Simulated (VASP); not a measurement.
A run of VASP 6.6.1:

Contents of INCAR:

```
PREC = Accurate
ENCUT = 520
EDIFF = 1E-6
ISMEAR = 1
SIGMA = 0.1
LREAL = False
LASPH = True
NELM = 100
ALGO = Normal
ISIF = 2
LWAVE = False
LCHARG = False
GGA = PE
NBANDS = 19
```

Contents of KPOINTS:

```
regular mesh
0
Gamma
  11 11 6
```

The input POSCAR:

```
Ti
1.0
    2.8897790207      0.0000000000      0.0000000000
   -1.4448895104      2.5026220421      0.0000000000
    0.0000000000      0.0000000000      4.5844629888
Ti
2
Direct
    0.3333333333      0.6666666667      0.2500000000
    0.6666666667      0.3333333333      0.7500000000
```

Potentials or basis: VASP PAW PBE potentials, release 64 (Ti_sv).

Command:

```console
$ cat potpaw_PBE.64/Ti_sv/POTCAR > POTCAR
$ mpirun -np 1 vasp_std > vasp.out
```

Hardware: 1 thread of Intel(R) Xeon(R) Platinum 8488C (Sapphire Rapids), on a shared host.

Problem. Estimate the wall time of this run.

Solution. Run time: 20 s on 1 thread of Intel(R) Xeon(R) Platinum 8488C (Sapphire Rapids), on a shared host, peak memory 0.17 GiB. Counts: scf iterations 14, k points 64.
